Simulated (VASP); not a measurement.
# Y (Fmmm) in VASP: notebook

The runs below take Y through single point, with PBEsol.

Everything below comes from runs of VASP 6.6.1. Logs are shortened: lines on timing, memory, paths and dates and some standing lists are left out, and cuts for length are marked.

## 1. The cell of the first run

Symmetry: Fmmm, No. 69, orthorhombic system. Conventional cell: a = 4.473 Å, b = 4.970 Å, c = 5.467 Å, α = 90.00°, β = 90.00°, γ = 90.00°. Y (site symmetry mmm) has 14 Y at 3.34 to 4.47 Å within 4.5 Å.

## 2. Single point, PBEsol (strain -0.1000 x Voigt [1, -1, 0, 0, 0, 0])

Contents of INCAR:

```
ALGO = Fast ; EDIFF = 1E-6
ENCUT = 520 ; GGA = PS
ISIF = 2 ; ISMEAR = 0
LASPH = T ; LCHARG = F
LREAL = F ; LWAVE = F
NBANDS = 12 ; NELM = 100
PREC = Accurate ; SIGMA = 0.15
```

Contents of KPOINTS:

```
k-points
0
Gamma
  16 16 16
```

Contents of POSCAR:

```
Y
1.0
    0.0000000000      2.7335000000      2.4850000000
    2.2365000000      0.0000000000      2.4850000000
    2.2365000000      2.7335000000      0.0000000000
Y
1
Direct
    0.0000000000      0.0000000000      0.0000000000
```

Potentials or basis: VASP PAW PBE potentials, release 64 (Y_sv).

Started as:

```bash
$ cat potpaw_PBE.64/Y_sv/POTCAR > POTCAR
$ mpirun -np 1 vasp_std > vasp.out
```

OUTCAR:

```text
EDIFF = 1E-6
   ENCUT = 520
   GGA = PS
   ISIF = 2
   ISMEAR = 0
   LASPH = T
   LREAL = F
   NELM = 100
   PREC = Accurate

 ion  position               nearest neighbor table
   1  0.000  0.000  0.000-

  LATTYP: Found a face centered orthorhombic cell.
 ALAT       =     4.4730000000
 B/A-ratio  =     1.1111111111
 C/A-ratio  =     1.2222222222

  Lattice vectors:

 A1 = (   0.0000000000,   2.7335000000,  -2.4850000000)
 A2 = (   2.2365000000,   2.7335000000,   0.0000000000)
 A3 = (   2.2365000000,   0.0000000000,  -2.4850000000)

Analysis of symmetry for initial positions (statically):
=====================================================================
 Subroutine PRICEL returns:
 Original cell was already a primitive cell.

 Routine SETGRP: Setting up the symmetry group for a
 face centered orthorhombic supercell.

 Subroutine GETGRP returns: Found  8 space group operations
 (whereof  8 operations were pure point group operations)
 out of a pool of  8 trial point group operations.

The static configuration has the point symmetry D_2h.

Analysis of symmetry for dynamics (positions and initial velocities):
=====================================================================
 Subroutine PRICEL returns:
 Original cell was already a primitive cell.

 Routine SETGRP: Setting up the symmetry group for a
 face centered orthorhombic supercell.

 Subroutine GETGRP returns: Found  8 space group operations
 (whereof  8 operations were pure point group operations)
 out of a pool of  8 trial point group operations.

The dynamic configuration has the point symmetry D_2h.

 Subroutine INISYM returns: Found  8 space group operations
 (whereof  8 operations are pure point group operations),
 and found     1 'primitive' translations

----------------------------------------------------------------------------------------

                                     Primitive cell

  volume of cell :      30.3840

  direct lattice vectors                    reciprocal lattice vectors
     0.000000000  2.733500000  2.485000000    -0.223563604  0.182915676  0.201207243
     2.236500000  0.000000000  2.485000000     0.223563604 -0.182915676  0.201207243
     2.236500000  2.733500000  0.000000000     0.223563604  0.182915676 -0.201207243

  length of vectors
     3.694218084  3.343225576  3.531848595     0.352027249  0.352027249  0.352027249

  position of ions in fractional coordinates (direct lattice)
     0.000000000  0.000000000  0.000000000

  ion indices of the primitive-cell ions
   primitive index   ion index
                 1           1

----------------------------------------------------------------------------------------

 KPOINTS: k-points

Automatic generation of k-mesh.
 Grid dimensions read from file:
 generate k-points for:   16   16   16

 Generating k-lattice:

  Cartesian coordinates                     Fractional coordinates (reciprocal lattice)
    -0.013972725  0.011432230  0.012575453     0.062500000  0.000000000  0.000000000
     0.013972725 -0.011432230  0.012575453     0.000000000  0.062500000  0.000000000
     0.013972725  0.011432230 -0.012575453     0.000000000  0.000000000  0.062500000

  Length of vectors
     0.022001703  0.022001703  0.022001703

  Shift w.r.t. Gamma in fractional coordinates (k-lattice)
     0.000000000  0.000000000  0.000000000

 Subroutine IBZKPT returns following result:
 ===========================================

 Found    621 irreducible k-points:

 Following reciprocal coordinates:
            Coordinates               Weight
  0.000000  0.000000  0.000000      1.000000
  0.062500 -0.000000 -0.000000      8.000000
  0.125000 -0.000000 -0.000000      8.000000
  0.187500 -0.000000  0.000000      8.000000
  0.250000 -0.000000 -0.000000      8.000000
  0.312500 -0.000000 -0.000000      8.000000
[... 16 lines left out ...]
 -0.125000  0.062500  0.000000      8.000000
 -0.062500  0.062500  0.000000      4.000000
 [... further k-points ...]
   k-points           NKPTS =    621   k-points in BZ     NKDIM =    621   number of bands    NBANDS=     12
   number of dos      NEDOS =    301   number of ions     NIONS =      1
   total plane-waves  NPLWV =  21952
   dimension x,y,z NGX =    28 NGY =   28 NGZ =   28
   dimension x,y,z NGXF=    56 NGYF=   56 NGZF=   56
   ions per type =               1
   NGX,Y,Z   is equivalent  to a cutoff of  12.60, 13.92, 13.18 a.u.
   NGXF,Y,Z  is equivalent  to a cutoff of  25.20, 27.85, 26.36 a.u.
 SYSTEM =  unknown system
   PREC   = accura    normal or accurate (medium, high low for compatibility)
   ISTART =      0    job   : 0-new  1-cont  2-samecut
   ICHARG =      2    charge: 1-file 2-atom 10-const
   ISPIN  =      1    spin polarized calculation?
   LNONCOLLINEAR =      F non collinear calculations
   LSORBIT =      F    spin-orbit coupling
   LASPH  =      T    aspherical Exc in radial PAW
   ENCUT  =  520.0 eV  38.22 Ry    6.18 a.u.   6.87  6.22  6.57*2*pi/ulx,y,z
   NELM   =    100;   NELMIN=  2; NELMDL= -5     # of ELM steps
   EDIFF  = 0.1E-05   stopping-criterion for ELM
   LREAL  =      F    real-space projection
   EDIFFG = 0.1E-04   stopping-criterion for IOM
   NSW    =      0    number of steps for IOM
   IBRION =     -1    ionic relax: 0-MD 1-quasi-New 2-CG
   NFREE  =      0    steps in history (QN), initial steepest desc. (CG)
   ISIF   =      2    stress and relaxation
   ISYM   =      2    0-nonsym 1-usesym 2-fastsym
   POTIM  = 0.5000    time-step for ionic-motion
   TEBEG  =    0.0;   TEEND  =   0.0 temperature during run
   PSTRESS=    0.0 pullay stress
   NELECT =      11.0000    total number of electrons
   NUPDOWN=      -1.0000    fix difference up-down
   EMIN   =  10.00;   EMAX   =-10.00  energy-range for DOS
   EFERMI =   0.00;   METHOD = LEGACY
   ISMEAR =     0;   SIGMA  =   0.15  broadening in eV -4-tet -1-fermi 0-gaus
   EFERMI_NEDOS =   21; number of points for ismear=-14 and -15
   IALGO  =     68    algorithm
   IMIX   =      4    mixing-type and parameters
     AMIX     =   0.40;   BMIX     =  1.00
     AMIX_MAG =   1.60;   BMIX_MAG =  1.00
  volume/ion in A,a.u.               =      30.38       205.04
  Fermi-wavevector in a.u.,A,eV,Ry     =   1.166785  2.204904 18.522806  1.361388
  Thomas-Fermi vector in A             =   2.303294
   LORBIT       =      0    0 simple, 1 ext, 2 COOP (PROOUT), +10 PAW based schemes
   GGA     = PS    functional components
   LHFCALC =     F    Hartree Fock is set to
   AEXX    =    0.0000 exact exchange contribution
   IVDW    =     0    specifies the selected vdW correction
   LEPSILON=     F    determine dielectric tensor
   LRPA    =     F    only Hartree local field effects (RPA)
 non-spin polarized calculation
 RMM-DIIS sequential band-by-band and
 Gauss-broadening in eV      SIGMA  =   0.15
  energy-cutoff  :      520.00
  volume of cell :       30.38
 maximum number of plane-waves:       842
   NGX = 13   NGY = 13   NGZ = 13

 number of electron      11.0000001 magnetization

 Free energy of the ion-electron system (eV)
  ---------------------------------------------------
  ext. energy  EPLUGINS =         0.00000000
  ---------------------------------------------------
  free energy    TOTEN  =        -6.75457778 eV

  energy without entropy =       -6.73584529  energy(sigma->0) =       -6.74521153

 E-fermi :   3.3303     XC(G=0):  -9.8403

 val. band max:        3.3279489547   @ k =   0.4375  -0.2500   0.2500
 cond. band min:       3.3305372880   @ k =  -0.3125   0.2500   0.0625
 fundamental gap:      0.0025883333
 Fermi energy:         3.3303176236

 k-point     1 :       0.0000    0.0000    0.0000
  band No.  band energies     occupation
      1     -39.1427      2.00000
      2     -18.8087      2.00000
      3     -18.7851      2.00000
      4     -18.7815      2.00000
      5      -1.5415      2.00000
      6       4.4270      0.00000
      7       5.4074      0.00000
      8       6.0707      0.00000
      9       6.1199      0.00000
     10       8.1252      0.00000
     11      12.8472      0.00000
     12      14.2357      0.00000

 k-point     2 :       0.0625   -0.0000   -0.0000
  band No.  band energies     occupation
      1     -39.1391      2.00000
      2     -18.8244      2.00000
      3     -18.8040      2.00000
      4     -18.7842      2.00000
      5      -1.4341      2.00000
      6       4.4493      0.00000
      7       5.3763      0.00000
      8       6.0426      0.00000
      9       6.0968      0.00000
     10       8.0360      0.00000
     11      13.0904      0.00000
     12      14.3895      0.00000

 k-point     3 :       0.1250   -0.0000   -0.0000
  band No.  band energies     occupation
      1     -39.1291      2.00000
      2     -18.9054      2.00000
      3     -18.8259      2.00000
      4     -18.7866      2.00000
      5      -1.1235      2.00000
      6       4.4662      0.00000
      7       5.1924      0.00000
      8       6.0512      0.00000
      9       6.1525      0.00000
     10       7.8229      0.00000
     11      13.6397      0.00000
     12      14.6781      0.00000
[... 286 lines left out ...]
 k-point    23 :      -0.1250    0.0625    0.0000
  band No.  band energies     occupation
      1     -39.1222      2.00000
      2     -18.9492      2.00000
      3     -18.8392      2.00000
      4     -18.8041      2.00000
      5      -0.8862      2.00000
      6       4.3235      0.00000
      7       5.1985      0.00000
      8       5.9106      0.00000
      9       6.2939      0.00000
     10       7.8729      0.00000
     11      14.0455      0.00000
     12      14.6477      0.00000

 k-point    24 :      -0.0625    0.0625    0.0000
  band No.  band energies     occupation
      1     -39.1337      2.00000
      2     -18.8641      2.00000
      3     -18.8053      2.00000
      4     -18.8021      2.00000
      5      -1.2563      2.00000
      6       4.3950      0.00000
      7       5.4215      0.00000
      8       5.9316      0.00000
      9       6.0831      0.00000
     10       8.0192      0.00000
     11      13.4843      0.00000
     12      14.5672      0.00000

 [... further k-points ...]

------------------------ aborting loop because EDIFF is reached ----------------------------------------

  FORCE on cell =-STRESS in cart. coord.  units (eV):
  Direction    XX          YY          ZZ          XY          YZ          ZX
  --------------------------------------------------------------------------------------
  -------------------------------------------------------------------------------------
  Total        0.5430266     -0.4981265      0.2338545      0.0000000      0.0000000      0.0000000
  in kB       28.6343478    -26.2667213     12.3313875      0.0000000      0.0000000      0.0000000
  external PRESSURE =       4.8996713 kB  Pullay stress =       0.0000000 kB

 VOLUME and BASIS-vectors are now :
 -----------------------------------------------------------------------------
  energy-cutoff  :      520.00
  volume of cell :       30.38
      direct lattice vectors                 reciprocal lattice vectors
     0.000000000  2.733500000  2.485000000    -0.223563604  0.182915676  0.201207243
     2.236500000  0.000000000  2.485000000     0.223563604 -0.182915676  0.201207243
     2.236500000  2.733500000  0.000000000     0.223563604  0.182915676 -0.201207243

 POSITION                                       TOTAL-FORCE (eV/Angst)
 -----------------------------------------------------------------------------------
      0.00000      0.00000      0.00000         0.000000      0.000000      0.000000
 -----------------------------------------------------------------------------------
    total drift:                               -0.000000      0.000000      0.000000

  FREE ENERGIE OF THE ION-ELECTRON SYSTEM (eV)
  ---------------------------------------------------
  free  energy   TOTEN  =        -6.7545777751 eV

  energy  without entropy=       -6.7358452857  energy(sigma->0) =       -6.74521153
```

It took 5.2 min on 1 thread of AMD EPYC 7R43 (Zen 3), shared host; peak memory 0.34 GiB.

Results:

```
Free energy            : -6.7546 eV
Pressure               : 0.5 GPa
Band gap on the k mesh : zero (an odd number of electrons rules out a gap without spin polarisation)
```

Caveat: the cell differs from its parent crystal (strain -0.1000 x Voigt [1, -1, 0, 0, 0, 0]); the PAW data sets were made with another functional, which shifts forces and pressure a little.

## 3. Single point, PBEsol (strain +0.0875 x Voigt [1, -1, 0, 0, 0, 0])

Contents of INCAR:

```
SYSTEM = Y
ALGO = Fast ; EDIFF = 1E-6
ENCUT = 520 ; GGA = PS
ISIF = 2 ; ISMEAR = 0
LASPH = .True. ; LCHARG = .False.
LREAL = .False. ; LWAVE = .False.
NBANDS = 12 ; NELM = 100
PREC = Accurate ; SIGMA = 0.15
```

Contents of KPOINTS:

```
k-points
0
Gamma
  16 16 16
  0 0 0
```

Contents of POSCAR:

```
Y
1.0
    0.0000000000      2.2675625000      2.4850000000
    2.7024375000      0.0000000000      2.4850000000
    2.7024375000      2.2675625000      0.0000000000
Y
1
Direct
    0.0000000000      0.0000000000      0.0000000000
```

Potentials or basis: VASP PAW PBE potentials, release 64 (Y_sv).

Started as:

```bash
$ cat potpaw_PBE.64/Y_sv/POTCAR > POTCAR
$ mpirun -np 1 vasp_std > vasp.out
```

Wall time 5.1 min (1 thread of AMD EPYC 7R43 (Zen 3), shared host); peak memory 0.33 GiB.

Results (log left out):

```
Free energy            : -6.7671 eV
Pressure               : 0.4 GPa
Band gap on the k mesh : zero (an odd number of electrons rules out a gap without spin polarisation)
```

Stress tensor (GPa, compression positive):
```
-2.38  0.00  0.00
 0.00  2.55  0.00
 0.00  0.00  0.96
```

Levels at points of the mesh, in eV from the Fermi level:
```tsv
k point	band 4	band 5	band 6	band 7	band 8	band 9
(0.00, 0.00, 0.00)	-22.11	-4.87	1.18	2.02	2.66	2.91
(0.50, 0.00, 0.00)	-22.14	-2.07	0.87	0.94	2.48	5.15
(0.50, 0.50, 0.00)	-22.25	-1.93	-0.78	2.36	5.04	5.13
(0.50, 0.00, 0.50)	-22.39	-1.82	-1.20	3.63	5.47	5.50
(0.00, 0.50, 0.50)	-22.23	-2.03	-0.77	1.37	5.56	5.69
```

Caveat: the cell differs from its parent crystal (strain +0.0875 x Voigt [1, -1, 0, 0, 0, 0]); the PAW data sets were made with another functional, which shifts forces and pressure a little.

## 4. Single point, PBEsol (strain +0.0250 x Voigt [1, -1, 0, 0, 0, 0])

Contents of INCAR:

```
SYSTEM = Y
ALGO     = Fast           ! electronic algorithm
EDIFF    = 1E-7           ! SCF threshold, eV
ENCUT    = 520            ! plane-wave cutoff, eV
GGA      = PS             ! functional
ISIF     = 2              ! what is computed and relaxed
ISMEAR   = 0              ! smearing method
LASPH    = .TRUE.         ! aspherical terms in the spheres
LCHARG   = .FALSE.        ! write CHGCAR
LREAL    = .FALSE.        ! projectors in reciprocal space
LWAVE    = .FALSE.        ! write WAVECAR
NBANDS   = 12             ! bands
NELM     = 80             ! most SCF steps
PREC     = Accurate       ! precision mode
SIGMA    = 0.15           ! smearing width, eV
```

Contents of KPOINTS:

```
k-points
0
G
  16 16 16
  0 0 0
```

Contents of POSCAR:

```
Y
1.0
    0.0000000000      2.4228750000      2.4850000000
    2.5471250000      0.0000000000      2.4850000000
    2.5471250000      2.4228750000      0.0000000000
Y
1
Direct
    0.0000000000      0.0000000000      0.0000000000
```

Potentials or basis: VASP PAW PBE potentials, release 64 (Y_sv).

Started as:

```bash
$ cat potpaw_PBE.64/Y_sv/POTCAR > POTCAR
$ mpirun -np 1 vasp_std > vasp.out
```

OUTCAR:

```text
SYSTEM = Y
   EDIFF = 1E-7
   ENCUT = 520
   GGA = PS
   ISIF = 2
   ISMEAR = 0
   LASPH = .TRUE.
   LREAL = .FALSE.
   NELM = 80
   PREC = Accurate

 ion  position               nearest neighbor table
   1  0.000  0.000  0.000-

  LATTYP: Found a face centered orthorhombic cell.
 ALAT       =     4.8457500000
 B/A-ratio  =     1.0256410256
 C/A-ratio  =     1.0512820513

  Lattice vectors:

 A1 = (  -2.5471250000,   0.0000000000,  -2.4850000000)
 A2 = (  -2.5471250000,   2.4228750000,   0.0000000000)
[... 541 lines left out ...]
     12      14.9265      0.00000

 [... further k-points ...]

------------------------ aborting loop because EDIFF is reached ----------------------------------------

  FORCE on cell =-STRESS in cart. coord.  units (eV):
  Direction    XX          YY          ZZ          XY          YZ          ZX
  --------------------------------------------------------------------------------------
  -------------------------------------------------------------------------------------
  Total       -0.1370556      0.1538405      0.0252296      0.0000000     -0.0000000      0.0000000
  in kB       -7.1592881      8.0360706      1.3179024      0.0000000     -0.0000000      0.0000000
  external PRESSURE =       0.7315616 kB  Pullay stress =       0.0000000 kB

 VOLUME and BASIS-vectors are now :
 -----------------------------------------------------------------------------
  energy-cutoff  :      520.00
  volume of cell :       30.67
      direct lattice vectors                 reciprocal lattice vectors
     0.000000000  2.422875000  2.485000000    -0.196299750  0.206366404  0.201207243
     2.547125000  0.000000000  2.485000000     0.196299750 -0.206366404  0.201207243
     2.547125000  2.422875000  0.000000000     0.196299750  0.206366404 -0.201207243

 POSITION                                       TOTAL-FORCE (eV/Angst)
 -----------------------------------------------------------------------------------
      0.00000      0.00000      0.00000         0.000000      0.000000      0.000000
 -----------------------------------------------------------------------------------
    total drift:                               -0.000000      0.000000     -0.000000

  FREE ENERGIE OF THE ION-ELECTRON SYSTEM (eV)
  ---------------------------------------------------
  free  energy   TOTEN  =        -6.8066163990 eV

  energy  without entropy=       -6.7906535218  energy(sigma->0) =       -6.79863496
```

stdout:

```text
POSCAR found type information on POSCAR Y
 POSCAR found :  1 types and       1 ions
 scaLAPACK will be used
 -----------------------------------------------------------------------------
|                                                                             |
|                                                                             |
[... 30 lines left out ...]
WARNING in EDDRMM: call to ZHEGV failed, returncode =   8  4      9
WARNING in EDDRMM: call to ZHEGV failed, returncode =   8  4     10
WARNING in EDDRMM: call to ZHEGV failed, returncode =   8  4      9
WARNING in EDDRMM: call to ZHEGV failed, returncode =   6  3      9
WARNING in EDDRMM: call to ZHEGV failed, returncode =   8  4      5
WARNING in EDDRMM: call to ZHEGV failed, returncode =   6  3      8
WARNING in EDDRMM: call to ZHEGV failed, returncode =   6  3     10
WARNING in EDDRMM: call to ZHEGV failed, returncode =   6  3      9
```

Run time: 6.9 min. Hardware: 1 thread of AMD EPYC 7R43 (Zen 3), shared host; peak memory 0.34 GiB.

What came out:

```
Free energy            : -6.8066 eV
Pressure               : 0.1 GPa
Band gap on the k mesh : zero (an odd number of electrons rules out a gap without spin polarisation)
```

Stress tensor (GPa, compression positive):
```
-0.72  0.00  0.00
 0.00  0.80  0.00
 0.00  0.00  0.13
```

Levels at points of the mesh, in eV from the Fermi level:
```
           k point  band 4  band 5  band 6  band 7  band 8  band 9
(0.00, 0.00, 0.00)  -22.12   -4.86    1.63    1.85    2.06    3.71
(0.50, 0.00, 0.00)  -22.19   -2.07    0.81    1.44    1.87    5.46
(0.50, 0.50, 0.00)  -22.33   -1.89   -0.97    2.35    5.54    5.80
(0.50, 0.00, 0.50)  -22.37   -1.86   -1.05    2.68    5.56    5.91
(0.00, 0.50, 0.50)  -22.32   -1.92   -0.93    2.04    5.61    5.92
```

Caveat: the cell differs from its parent crystal (strain +0.0250 x Voigt [1, -1, 0, 0, 0, 0]); the PAW data sets were made with another functional, which shifts forces and pressure a little.

## 5. Overview

```csv
cell,further INCAR settings,gap on the mesh (eV),pressure (GPa)
"a = 3.694, b = 3.343, c = 3.532 Å, angles 64.9, 55.1, 60.0°, 1 atom",ALGO = Fast; EDIFF = 1e-06; NBANDS = 12,none,0.5
"a = 3.364, b = 3.671, c = 3.528 Å, angles 55.7, 64.3, 60.0°, 1 atom",ALGO = Fast; EDIFF = 1e-06; NBANDS = 12,none,0.4
"a = 3.471, b = 3.559, c = 3.515 Å, angles 58.8, 61.2, 60.0°, 1 atom",ALGO = Fast; EDIFF = 1e-07; NBANDS = 12,none,0.1
```

Alike in all rows: task single point; level PBEsol; potentials or basis VASP PAW PBE potentials, release 64 (Y_sv); no spin polarisation; k mesh 16 × 16 × 16; cutoff (eV) 520; smearing gaussian 0.15 eV.

Caveats: the PAW data sets were made with another functional, which shifts forces and pressure a little.

Absolute energies hang on the potentials; compare differences alone.
